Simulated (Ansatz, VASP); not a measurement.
**GdN in VASP and in Ansatz**

Contents of INCAR:

```
ALGO     = Normal         # electronic algorithm
EDIFF    = 1E-7           # SCF threshold, eV
ENCUT    = 520            # plane-wave cutoff, eV
GGA      = PE             # functional
ISIF     = 2              # what is computed and relaxed
ISMEAR   = 0              # smearing method
ISPIN    = 2              # spin polarisation
LASPH    = T              # aspherical terms in the spheres
LCHARG   = T              # write CHGCAR
LELF     = T              # ELF
LMAXMIX  = 6              # l up to which the mixer works
LORBIT   = 11             # projections on sites
LREAL    = F              # projectors in reciprocal space
LVHAR    = T            
LWAVE    = F              # write WAVECAR
MAGMOM   = 7.55 0         # initial moments
NBANDS   = 22             # bands
NELM     = 150            # most SCF steps
PREC     = Accurate       # precision mode
SIGMA    = 0.1            # smearing width, eV
```

Contents of KPOINTS:

```
k-points
0
Gamma
  12 12 12
```

POSCAR

```
GdN
1.0
    3.5245063085      0.0000000000      0.0000000000
   -1.7622531543      3.0523119990      0.0000000000
    1.7622531543      1.0174373330      2.8777473504
Gd N
1 1
Direct
    0.0000000000      0.5000000000      0.5000000000
    0.0000000000      0.0000000000      0.0000000000
```

Input for Ansatz:

```yaml
crystal:
  lattice:
    - [3.5245063085, 0.0, 0.0]
    - [-1.7622531543, 3.052311999, 0.0]
    - [1.7622531543, 1.017437333, 2.8777473504]
  atoms:
    - { symbol: Gd, position: [0.0, 0.5, 0.5], spin: 7.55 }
    - { symbol: "N", position: [0.0, 0.0, 0.0] }
basis:
  ecutwfc: 420
kpoints:
  mp_grid: { grid: [12, 12, 12] }
hamiltonian:
  xc: pbe
scf:
  occupations: { method: gaussian, width: 0.1 }
output:
  forces: true
  stress: true
  eigenvalues: true
  populations: true
  write_density: true
  write_potential: true
  elf: true
  volumetric_format: npy
magnetization:
  spin_polarized: true
```

Alike in both runs: task single point; functional PBE; k mesh 12 × 12 × 12; occupations gaussian, width 0.1 eV; collinear spin.

|  | VASP | Ansatz |
| --- | --- | --- |
| version | VASP 6.6.1 | Ansatz 0.2.0 |
| potentials or method | VASP PAW PBE potentials, release 64 (Gd, N), cutoff 520 eV | scalar-relativistic, plane waves, PAW |
| valence electrons in the cell | 23 | 23 |

|  | VASP | Ansatz | Ansatz less VASP |
| --- | --- | --- | --- |
| gap on the k mesh at the Fermi level (eV) | none | none | - |
| pressure (GPa) | 0.0 | 0.0 | -0.07 |
| net moment per atom (μB) | 3.50 | 3.50 | 0.000 |
| size of the moment on the site where the two differ most (μB) | 6.80 | 6.86 | +0.060 |

Site moments also hang on the region over which each program counts them. A gap of «none» marks a metal or a gap that the smearing closes.

Neither program's run includes spin-orbit coupling.
